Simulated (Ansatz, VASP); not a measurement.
# One calculation of CdTe, two programs

```xyz
2
Lattice="0.0000 3.1400 3.1400 3.1400 0.0000 3.1400 3.1400 3.1400 0.0000" Properties=species:S:1:pos:R:3 pbc="T T T"
Cd    0.0000    0.0000    0.0000
Te    1.5700    1.5700    1.5700
```

Alike in both runs: task relaxation of the atoms; functional PBE; k mesh 12 × 12 × 12; occupations fermi-dirac, width 0.02 eV; no spin polarisation.

|  | VASP | Ansatz |
| --- | --- | --- |
| version | VASP 6.6.1 | Ansatz 0.2.0 |
| potentials or method | VASP PAW PBE potentials, release 64 (Cd, Te) | plane-wave PAW, scalar-relativistic |
| plane-wave cutoff (eV) | 520 | 420 |
| valence electrons in the cell | 18 | 36 |

Ansatz gave:

```
gap on the k mesh at the Fermi level, each at its own relaxed structure (eV) : 1.06
```

Question: What did VASP give for the same quantities?

Answer: gap on the k mesh at the Fermi level, each at its own relaxed structure (eV): 1.07.

VASP's potentials hold 18 valence electrons a cell and Ansatz's 36, so a difference there can come from the potentials and not from the codes. Ansatz's warnings: stress scf threshold loose.

Neither program's run includes spin-orbit coupling. Noted on VASP's run: the relaxation stopped at its first step, so nothing moved.
